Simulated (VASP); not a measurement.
Input of a VASP 6.6.1 run:

POSCAR

```
BN
1.0
    2.5284002057      0.0000000000      0.0000000000
   -1.2642001029      2.1896588090      0.0000000000
    0.0000000000      0.0000000000      4.2268550000
B N
2 2
Direct
    0.6666666667      0.3333333333      0.9997240000
    0.3333333333      0.6666666667      0.4997240000
    0.6666666667      0.3333333333      0.6252760000
    0.3333333333      0.6666666667      0.1252760000
```

File INCAR.step1:

```
SYSTEM = BN
ALGO     = Normal         ! electronic algorithm
EDIFF    = 1E-4           ! SCF threshold, eV
ENCUT    = 520            ! plane-wave cutoff, eV
GGA      = PE             ! functional
ISMEAR   = 0              ! smearing method
LASPH    = .TRUE.         ! aspherical terms in the spheres
LCHARG   = .FALSE.        ! write CHGCAR
LREAL    = .FALSE.        ! projectors in reciprocal space
LWAVE    = .TRUE.         ! write WAVECAR
NBANDS   = 16             ! bands
NELM     = 100            ! most SCF steps
PREC     = Accurate       ! precision mode
SIGMA    = 0.05           ! smearing width, eV
```

The input INCAR.step2:

```
SYSTEM = BN
ALGO     = Normal         ! electronic algorithm
EDIFF    = 1E-6           ! SCF threshold, eV
ENCUT    = 520            ! plane-wave cutoff, eV
ISIF     = 2              ! what is computed and relaxed
ISMEAR   = 0              ! smearing method
ISTART   = 1            
LASPH    = .TRUE.         ! aspherical terms in the spheres
LCHARG   = .TRUE.         ! write CHGCAR
LELF     = .TRUE.         ! ELF
LMIXTAU  = .TRUE.       
LREAL    = .FALSE.        ! projectors in reciprocal space
LVHAR    = .TRUE.       
LWAVE    = .FALSE.        ! write WAVECAR
METAGGA  = R2SCAN         ! meta-GGA
NBANDS   = 16             ! bands
NELM     = 100            ! most SCF steps
PREC     = Accurate       ! precision mode
SIGMA    = 0.05           ! smearing width, eV
```

KPOINTS

```
k-points
0
G
  12 12 6
  0 0 0
```

Potentials or basis: VASP PAW PBE potentials, release 64 (B, N).

Command:

```bash
$ cat potpaw_PBE.64/B/POTCAR potpaw_PBE.64/N/POTCAR > POTCAR
$ cp INCAR.step1 INCAR
$ mpirun -np 1 vasp_std > vasp.out
$ cp INCAR.step2 INCAR
$ mpirun -np 1 vasp_std > vasp.out
```

Q: Predict the pressure.

A: 4.2 GPa.

Q: Estimate the largest force.

A: 0.007 eV/Å.

Stress tensor (GPa, compression positive):
```
 7.87  0.00  0.00
 0.00  7.87  0.00
 0.00  0.00 -3.01
```

Caveat: the cell differs from its parent crystal (strain -0.0100 x Voigt [1, 1, 0, 0, 0, 0]); the PAW data sets were made with another functional, which shifts forces and pressure a little.
